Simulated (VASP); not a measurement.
# SiGe (P6_3mc) in VASP: notebook

SiGe is run at these levels: r2SCAN; tasks: single point.

All numbers are computed with VASP 6.6.1; they aren't measurements. Logs are shortened: lines on timing, memory, paths and dates and some standing lists are left out, and cuts for length are marked.

## (1) The cell of the first run

Symmetry: P6_3mc, No. 186, hexagonal system. The conventional cell has a = 3.904 Å, b = 3.904 Å, c = 6.454 Å, α = 90.00°, β = 90.00°, γ = 120.00°. Within 3.2 Å of Si (site symmetry 3m) lie 4 Ge at 2.40 to 2.41 Å. Ge (site symmetry 3m) has 4 Si at 2.40 to 2.41 Å within 3.2 Å.

## (2) Single point, r2SCAN

Contents of POSCAR:

```
SiGe
1.0
    3.9043776430      0.0000000000      0.0000000000
   -1.9521888215      3.3812902248      0.0000000000
    0.0000000000      0.0000000000      6.4536796672
Si Ge
2 2
Direct
    0.6666666667      0.3333333333      0.8744661518
    0.3333333333      0.6666666667      0.3744661518
    0.6666666667      0.3333333333      0.5005328482
    0.3333333333      0.6666666667      0.0005328482
```

Contents of INCAR.step1:

```
SYSTEM = SiGe
PREC = Accurate
ENCUT = 520
ISMEAR = 0
SIGMA = 0.05
LREAL = .FALSE.
LASPH = .TRUE.
NELM = 80
NBANDS = 26
GGA = PE
ALGO = Normal
EDIFF = 1E-4
LWAVE = .TRUE.
LCHARG = .FALSE.
```

Contents of INCAR.step2:

```
SYSTEM = SiGe
PREC = Accurate
ENCUT = 520
EDIFF = 1E-6
ISMEAR = 0
SIGMA = 0.05
LREAL = .FALSE.
LASPH = .TRUE.
NELM = 80
ALGO = Normal
ISIF = 2
LWAVE = .FALSE.
LCHARG = .FALSE.
METAGGA = R2SCAN
LMIXTAU = .TRUE.
NBANDS = 26
ISTART = 1
```

Contents of KPOINTS:

```
Automatic mesh
0
G
  12 12 4
  0 0 0
```

Potentials or basis: VASP PAW PBE potentials, release 64 (Si, Ge_d).

On the command line:

```sh
cat potpaw_PBE.64/Si/POTCAR potpaw_PBE.64/Ge_d/POTCAR > POTCAR
cp INCAR.step1 INCAR
mpirun -np 1 vasp_std > vasp.out
cp INCAR.step2 INCAR
mpirun -np 1 vasp_std > vasp.out
```

OUTCAR:

```text
SYSTEM = SiGe
   PREC = Accurate
   ENCUT = 520
   EDIFF = 1E-6
   ISMEAR = 0
   LREAL = .FALSE.
   LASPH = .TRUE.
   NELM = 80
   ISIF = 2
   METAGGA = R2SCAN
   ISTART = 1

 ion  position               nearest neighbor table
   1  0.667  0.333  0.874-   4 2.40   4 2.40   4 2.40   3 2.41
   2  0.333  0.667  0.374-   3 2.40   3 2.40   3 2.40   4 2.41
   3  0.667  0.333  0.501-   2 2.40   2 2.40   2 2.40   1 2.41
   4  0.333  0.667  0.001-   1 2.40   1 2.40   1 2.40   2 2.41

  LATTYP: Found a hexagonal cell.
 ALAT       =     3.9043776430
 C/A-ratio  =     1.6529342849

  Lattice vectors:

 A1 = (   3.9043776430,   0.0000000000,   0.0000000000)
 A2 = (  -1.9521888215,   3.3812902248,   0.0000000000)
 A3 = (   0.0000000000,   0.0000000000,   6.4536796672)

Analysis of symmetry for initial positions (statically):
=====================================================================
 Subroutine PRICEL returns:
 Original cell was already a primitive cell.

 Routine SETGRP: Setting up the symmetry group for a
 hexagonal supercell.

 Subroutine GETGRP returns: Found 12 space group operations
 (whereof  6 operations were pure point group operations)
 out of a pool of 24 trial point group operations.

The static configuration has the point symmetry C_3v.
 The point group associated with its full space group is C_6v.

Analysis of symmetry for dynamics (positions and initial velocities):
=====================================================================
 Subroutine PRICEL returns:
 Original cell was already a primitive cell.

 Routine SETGRP: Setting up the symmetry group for a
 hexagonal supercell.

 Subroutine GETGRP returns: Found 12 space group operations
 (whereof  6 operations were pure point group operations)
 out of a pool of 24 trial point group operations.

The dynamic configuration has the point symmetry C_3v.
 The point group associated with its full space group is C_6v.

 Subroutine INISYM returns: Found 12 space group operations
 (whereof  6 operations are pure point group operations),
 and found     1 'primitive' translations

----------------------------------------------------------------------------------------

                                     Primitive cell

  volume of cell :      85.2004

  direct lattice vectors                    reciprocal lattice vectors
     3.904377643  0.000000000  0.000000000     0.256122766  0.147872548  0.000000000
    -1.952188822  3.381290225  0.000000000     0.000000000  0.295745095  0.000000000
     0.000000000  0.000000000  6.453679667     0.000000000  0.000000000  0.154950362

  length of vectors
     3.904377643  3.904377643  6.453679667     0.295745095  0.295745095  0.154950362

  position of ions in fractional coordinates (direct lattice)
     0.666666667  0.333333333  0.874466152
     0.333333333  0.666666667  0.374466152
     0.666666667  0.333333333  0.500532848
     0.333333333  0.666666667  0.000532848

  ion indices of the primitive-cell ions
   primitive index   ion index
                 1           1
                 2           2
                 3           3
                 4           4

----------------------------------------------------------------------------------------

 KPOINTS: Automatic mesh

Automatic generation of k-mesh.
 Grid dimensions read from file:
 generate k-points for:   12   12    4

 Generating k-lattice:

  Cartesian coordinates                     Fractional coordinates (reciprocal lattice)
     0.021343564  0.012322712  0.000000000     0.083333333  0.000000000  0.000000000
     0.000000000  0.024645425  0.000000000     0.000000000  0.083333333  0.000000000
     0.000000000  0.000000000  0.038737590     0.000000000  0.000000000  0.250000000

  Length of vectors
     0.024645425  0.024645425  0.038737590

  Shift w.r.t. Gamma in fractional coordinates (k-lattice)
     0.000000000  0.000000000  0.000000000

 Subroutine IBZKPT returns following result:
 ===========================================

 Found     57 irreducible k-points:

 Following reciprocal coordinates:
            Coordinates               Weight
  0.000000  0.000000  0.000000      1.000000
  0.083333 -0.000000  0.000000      6.000000
  0.166667 -0.000000  0.000000      6.000000
  0.250000 -0.000000  0.000000      6.000000
  0.333333 -0.000000  0.000000      6.000000
  0.416667 -0.000000  0.000000      6.000000
[... 16 lines left out ...]
  0.250000 -0.000000  0.250000     12.000000
  0.333333 -0.000000  0.250000     12.000000
 [... further k-points ...]
   k-points           NKPTS =     57   k-points in BZ     NKDIM =     57   number of bands    NBANDS=     26
   number of dos      NEDOS =    301   number of ions     NIONS =      4
   total plane-waves  NPLWV =  43200
   dimension x,y,z NGX =    30 NGY =   30 NGZ =   48
   dimension x,y,z NGXF=    60 NGYF=   60 NGZF=   96
   ions per type =               2   2
   NGX,Y,Z   is equivalent  to a cutoff of  12.77, 12.77, 12.36 a.u.
   NGXF,Y,Z  is equivalent  to a cutoff of  25.55, 25.55, 24.73 a.u.
 SYSTEM =  SiGe
   PREC   = accura    normal or accurate (medium, high low for compatibility)
   ISTART =      1    job   : 0-new  1-cont  2-samecut
   ICHARG =      0    charge: 1-file 2-atom 10-const
   ISPIN  =      1    spin polarized calculation?
   LNONCOLLINEAR =      F non collinear calculations
   LSORBIT =      F    spin-orbit coupling
   LASPH  =      T    aspherical Exc in radial PAW
   ENCUT  =  520.0 eV  38.22 Ry    6.18 a.u.   7.26  7.26 12.00*2*pi/ulx,y,z
   NELM   =     80;   NELMIN=  2; NELMDL=  0     # of ELM steps
   EDIFF  = 0.1E-05   stopping-criterion for ELM
   LREAL  =      F    real-space projection
   EDIFFG = 0.1E-04   stopping-criterion for IOM
   NSW    =      0    number of steps for IOM
   IBRION =     -1    ionic relax: 0-MD 1-quasi-New 2-CG
   NFREE  =      0    steps in history (QN), initial steepest desc. (CG)
   ISIF   =      2    stress and relaxation
   ISYM   =      2    0-nonsym 1-usesym 2-fastsym
   POTIM  = 0.5000    time-step for ionic-motion
   TEBEG  =    0.0;   TEEND  =   0.0 temperature during run
   PSTRESS=    0.0 pullay stress
   NELECT =      36.0000    total number of electrons
   NUPDOWN=      -1.0000    fix difference up-down
   EMIN   =  10.00;   EMAX   =-10.00  energy-range for DOS
   EFERMI =   0.00;   METHOD = LEGACY
   ISMEAR =     0;   SIGMA  =   0.05  broadening in eV -4-tet -1-fermi 0-gaus
   EFERMI_NEDOS =   21; number of points for ismear=-14 and -15
   IALGO  =     38    algorithm
   IMIX   =      4    mixing-type and parameters
     AMIX     =   0.40;   BMIX     =  1.00
     AMIX_MAG =   1.60;   BMIX_MAG =  1.00
  volume/ion in A,a.u.               =      21.30       143.74
  Fermi-wavevector in a.u.,A,eV,Ry     =   1.228462  2.321457 20.532813  1.509119
  Thomas-Fermi vector in A             =   2.363387
   LORBIT       =      0    0 simple, 1 ext, 2 COOP (PROOUT), +10 PAW based schemes
   METAGGA = R2SCAN    functional components
   LHFCALC =     F    Hartree Fock is set to
   AEXX    =    0.0000 exact exchange contribution
   IVDW    =     0    specifies the selected vdW correction
   LEPSILON=     F    determine dielectric tensor
   LRPA    =     F    only Hartree local field effects (RPA)
 non-spin polarized calculation
 Gauss-broadening in eV      SIGMA  =   0.05
  energy-cutoff  :      520.00
  volume of cell :       85.20
 maximum number of plane-waves:      2316
 NGX is ok and might be reduce to    30
   NGX = 15   NGY = 15   NGZ = 23

 number of electron      35.9999968 magnetization

 Free energy of the ion-electron system (eV)
  ---------------------------------------------------
  ext. energy  EPLUGINS =         0.00000000
  ---------------------------------------------------
  free energy    TOTEN  =       -45.17593661 eV

  energy without entropy =      -45.17593661  energy(sigma->0) =      -45.17593661

 E-fermi :   5.7775     XC(G=0): -10.3741

 val. band max:        5.4769268718   @ k =   0.0000   0.0000   0.0000
 cond. band min:       6.1382715081   @ k =   0.5000  -0.0000   0.0000
 fundamental gap:      0.6613446363
 Fermi energy:         5.7774953172

 k-point     1 :       0.0000    0.0000    0.0000
  band No.  band energies     occupation
      1     -19.7518      2.00000
      2     -19.7518      2.00000
      3     -19.7485      2.00000
      4     -19.7484      2.00000
      5     -19.7453      2.00000
      6     -19.7453      2.00000
[... 18 lines left out ...]
     25      10.0582      0.00000
     26      12.4371      0.00000

 k-point     2 :       0.0833   -0.0000    0.0000
  band No.  band energies     occupation
      1     -19.7519      2.00000
      2     -19.7514      2.00000
      3     -19.7486      2.00000
      4     -19.7480      2.00000
      5     -19.7450      2.00000
      6     -19.7447      2.00000
[... 18 lines left out ...]
     25      10.3891      0.00000
     26      11.8592      0.00000

 k-point     3 :       0.1667   -0.0000    0.0000
  band No.  band energies     occupation
      1     -19.7525      2.00000
      2     -19.7504      2.00000
      3     -19.7489      2.00000
      4     -19.7469      2.00000
      5     -19.7441      2.00000
      6     -19.7434      2.00000
[... 18 lines left out ...]
     25      11.1074      0.00000
     26      11.2548      0.00000

 k-point     4 :       0.2500   -0.0000    0.0000
  band No.  band energies     occupation
      1     -19.7536      2.00000
      2     -19.7498      2.00000
      3     -19.7485      2.00000
      4     -19.7455      2.00000
      5     -19.7426      2.00000
      6     -19.7416      2.00000
[... 18 lines left out ...]
     25      12.4317      0.00000
     26      12.5331      0.00000
[... 496 lines left out ...]
      1     -19.7524      2.00000
      2     -19.7512      2.00000
      3     -19.7477      2.00000
      4     -19.7464      2.00000
      5     -19.7446      2.00000
      6     -19.7439      2.00000
[... 18 lines left out ...]
     25      10.7918      0.00000
     26      12.0369      0.00000

 k-point    23 :       0.2500   -0.0000    0.2500
  band No.  band energies     occupation
      1     -19.7534      2.00000
      2     -19.7513      2.00000
      3     -19.7467      2.00000
      4     -19.7449      2.00000
      5     -19.7431      2.00000
      6     -19.7421      2.00000
[... 18 lines left out ...]
     25      11.9036      0.00000
     26      12.1092      0.00000

 k-point    24 :       0.3333   -0.0000    0.2500
  band No.  band energies     occupation
      1     -19.7545      2.00000
      2     -19.7518      2.00000
      3     -19.7455      2.00000
      4     -19.7437      2.00000
      5     -19.7416      2.00000
      6     -19.7405      2.00000
[... 18 lines left out ...]
     25      13.0247      0.00000
     26      13.2272      0.00000

 [... further k-points ...]
[... 5 lines left out ...]
  --------------------------------------------------------------------------------------
  -------------------------------------------------------------------------------------
  Total       -0.0348399     -0.0348399     -0.0225908      0.0000000      0.0000000      0.0000000
  in kB       -0.6551577     -0.6551577     -0.4248148      0.0000000      0.0000000      0.0000000
  external PRESSURE =      -0.5783767 kB  Pullay stress =       0.0000000 kB

 VOLUME and BASIS-vectors are now :
 -----------------------------------------------------------------------------
  energy-cutoff  :      520.00
  volume of cell :       85.20
      direct lattice vectors                 reciprocal lattice vectors
     3.904377643  0.000000000  0.000000000     0.256122766  0.147872548  0.000000000
    -1.952188822  3.381290225  0.000000000     0.000000000  0.295745095  0.000000000
     0.000000000  0.000000000  6.453679667     0.000000000  0.000000000  0.154950362

 POSITION                                       TOTAL-FORCE (eV/Angst)
 -----------------------------------------------------------------------------------
      1.95219      1.12710      5.64352         0.000000      0.000000     -0.003283
     -0.00000      2.25419      2.41668         0.000000     -0.000000     -0.003283
      1.95219      1.12710      3.23028        -0.000000     -0.000000      0.003283
     -0.00000      2.25419      0.00344        -0.000000      0.000000      0.003283
 -----------------------------------------------------------------------------------
    total drift:                               -0.000000     -0.000000      0.018558

  FREE ENERGIE OF THE ION-ELECTRON SYSTEM (eV)
  ---------------------------------------------------
  free  energy   TOTEN  =       -45.1759366134 eV

  energy  without entropy=      -45.1759366134  energy(sigma->0) =      -45.17593661
```

It took 3.4 min on 1 thread of Intel Xeon 6975P-C (Granite Rapids), shared host; peak memory 0.27 GiB.

What came out:

```
Free energy            : -45.1759 eV
Pressure               : -0.1 GPa
Largest force          : 0.003 eV/Å
Band gap on the k mesh : 0.66 eV, indirect (least direct gap 0.78 eV)
```

Forces on the atoms (eV/Å):
```
Si   0.000  0.000 -0.003
Si   0.000  0.000 -0.003
Ge   0.000  0.000  0.003
Ge   0.000  0.000  0.003
```

Levels at points of the mesh, in eV from the valence-band top:
| k point | band 14 | band 15 | band 16 | band 17 | band 18 | band 19 | band 20 | band 21 | band 22 | band 23 |
| --- | --- | --- | --- | --- | --- | --- | --- | --- | --- | --- |
| (0.00, 0.00, 0.00) | -1.66 | -1.66 | -0.34 | 0.00 | 0.00 | 0.78 | 1.91 | 2.23 | 2.23 | 2.93 |
| (0.50, 0.00, 0.00) | -6.63 | -4.92 | -3.32 | -3.09 | -1.61 | 0.66 | 2.33 | 3.54 | 3.60 | 4.54 |
| (0.00, 0.00, 0.50) | -4.70 | -1.01 | -1.01 | -1.01 | -1.01 | 1.58 | 1.58 | 3.34 | 3.34 | 3.34 |
| (0.50, 0.00, 0.50) | -7.87 | -2.71 | -2.71 | -2.63 | -2.63 | 0.93 | 0.93 | 2.11 | 2.11 | 6.19 |

Caveat: the PAW data sets were made with another functional, which shifts forces and pressure a little. A k mesh can miss the band edges.

## (3) Single point, r2SCAN

POSCAR is that of step 2.

Contents of INCAR.step1:

```
PREC = Accurate
ENCUT = 520
ISMEAR = 0
SIGMA = 0.05
LREAL = F
LASPH = T
NELM = 80
NBANDS = 26
GGA = PE
ALGO = Normal
EDIFF = 1E-4
LWAVE = T
LCHARG = F
```

Contents of INCAR.step2:

```
PREC = Accurate
ENCUT = 520
EDIFF = 1E-7
ISMEAR = 0
SIGMA = 0.05
LREAL = F
LASPH = T
NELM = 80
ALGO = Normal
ISIF = 2
LWAVE = F
LCHARG = T
METAGGA = R2SCAN
LMIXTAU = T
LELF = T
LVHAR = T
NBANDS = 26
ISTART = 1
```

Contents of KPOINTS:

```
Automatic mesh
0
Gamma
  12 12 6
```

Potentials or basis: VASP PAW PBE potentials, release 64 (Si, Ge_d).

On the command line:

```sh
cat potpaw_PBE.64/Si/POTCAR potpaw_PBE.64/Ge_d/POTCAR > POTCAR
cp INCAR.step1 INCAR
mpirun -np 1 vasp_std > vasp.out
cp INCAR.step2 INCAR
mpirun -np 1 vasp_std > vasp.out
```

Run time: 5 min. Hardware: 1 thread of Intel Xeon 6975P-C (Granite Rapids), shared host; peak memory 0.3 GiB.

Results (log left out):

```yaml
Free_energy: -45.1750 eV
Pressure: 0.0 GPa
Band_gap_on_the_k_mesh: 0.66 eV, indirect (least direct gap 0.78 eV)
```

Forces in eV/Å, atoms in the order of the input:
```
Si   0.000  0.000 -0.002
Si   0.000  0.000 -0.002
Ge   0.000  0.000  0.002
Ge   0.000  0.000  0.002
```

Levels at points of the mesh, in eV from the valence-band top:
| k point | band 16 | band 17 | band 18 | band 19 | band 20 | band 21 |
| --- | --- | --- | --- | --- | --- | --- |
| (0.00, 0.00, 0.00) | -0.34 | 0.00 | 0.00 | 0.78 | 1.91 | 2.23 |
| (0.50, 0.00, 0.00) | -3.32 | -3.09 | -1.61 | 0.66 | 2.33 | 3.54 |
| (0.00, 0.00, 0.50) | -1.01 | -1.01 | -1.01 | 1.58 | 1.58 | 3.34 |
| (0.50, 0.00, 0.50) | -2.71 | -2.63 | -2.63 | 0.93 | 0.93 | 2.11 |

Caveat: the PAW data sets were made with another functional, which shifts forces and pressure a little. r2SCAN opens gaps a little over a GGA but as a rule still falls short of measured ones.

(Part 1 of 2 ends here.)
